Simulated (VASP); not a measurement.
A run of VASP 6.6.1:

The input INCAR:

```
ALGO = Fast
EDIFF = 1E-7
ENCUT = 520
GGA = PE
ISIF = 2
ISMEAR = 0
LASPH = True
LCHARG = False
LREAL = False
LWAVE = False
NBANDS = 36
NELM = 100
PREC = Accurate
SIGMA = 0.02
```

The input KPOINTS:

```
k-points
0
Gamma
  8 8 8
```

The input POSCAR:

```
ZnSiP2
1.0
   -2.6867032364      2.6867032364      5.2300306318
    2.6867032364     -2.6867032364      5.2300306318
    2.6867032364      2.6867032364     -5.2300306318
Zn Si P
2 2 4
Direct
    0.0000000000      0.0000000000      0.0000000000
    0.7500000000      0.2500000000      0.5000000000
    0.5000000000      0.5000000000      0.0000000000
    0.2500000000      0.7500000000      0.5000000000
    0.3750000000      0.3923012000      0.5173012000
    0.8750000000      0.8576988000      0.4826988000
    0.6076988000      0.1250000000      0.9826988000
    0.1423012000      0.6250000000      0.0173012000
```

Potentials or basis: VASP PAW PBE potentials, release 64 (Zn, Si, P).

Run with:

```console
$ cat potpaw_PBE.64/Zn/POTCAR potpaw_PBE.64/Si/POTCAR potpaw_PBE.64/P/POTCAR > POTCAR
$ mpirun -np 1 vasp_std > vasp.out
```

Hardware: 1 thread of Intel(R) Xeon(R) 6975P-C (Granite Rapids), with other jobs on the host.

Q: How long does it take, and how much memory?

A: Wall time 3.9 min on 1 thread of Intel(R) Xeon(R) 6975P-C (Granite Rapids), with other jobs on the host, peak memory 0.5 GiB. Counts: scf iterations 18, k points 59.
